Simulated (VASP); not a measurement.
A run of VASP 6.6.1 is set up as follows.

The input POSCAR:

```
MgO
1.0
    2.6233491265      0.0000000000      0.0000000000
    0.0000000000      2.6233491265      0.0000000000
    0.0000000000      0.0000000000      2.6233491265
Mg O
1 1
Direct
    0.0000000000      0.0000000000      0.0000000000
    0.5000000000      0.5000000000      0.5000000000
```

INCAR.step1

```
SYSTEM = MgO
PREC = Accurate ; ENCUT = 520
EDIFF = 1E-5 ; ISMEAR = 0
SIGMA = 0.01 ; LREAL = .False.
LASPH = .True. ; NELM = 80
ALGO = Normal ; ISIF = 2
LWAVE = .True. ; LCHARG = .False.
GGA = PE ; NBANDS = 11
```

File INCAR.step2:

```
SYSTEM = MgO
PREC = Accurate ; ENCUT = 520
EDIFF = 1E-7 ; ISMEAR = 0
SIGMA = 0.01 ; LREAL = .False.
LASPH = .True. ; NELM = 80
ALGO = Normal ; ISIF = 2
LWAVE = .False. ; LCHARG = .False.
GGA = PE ; LHFCALC = .True.
HFSCREEN = 0.2079 ; PRECFOCK = Normal
ISTART = 1 ; NBANDS = 11
```

File KPOINTS:

```
Automatic mesh
0
Gamma
  6 6 6
  0 0 0
```

Potentials or basis: VASP PAW PBE potentials, release 64 (Mg, O).

Run with:

```bash
$ cat potpaw_PBE.64/Mg/POTCAR potpaw_PBE.64/O/POTCAR > POTCAR
$ cp INCAR.step1 INCAR
$ mpirun -np 1 vasp_std > vasp.out
$ cp INCAR.step2 INCAR
$ mpirun -np 1 vasp_std > vasp.out
```

(1) Predict the band gap on the k mesh.

(2) Estimate the pressure.

## Answers

(1) 4.14 eV (least direct gap 5.24 eV).

(2) -1.2 GPa.

Caveat: the structure was generated, so it needn't be the stable form of MgO; the PAW data sets were made with another functional, which shifts forces and pressure a little.
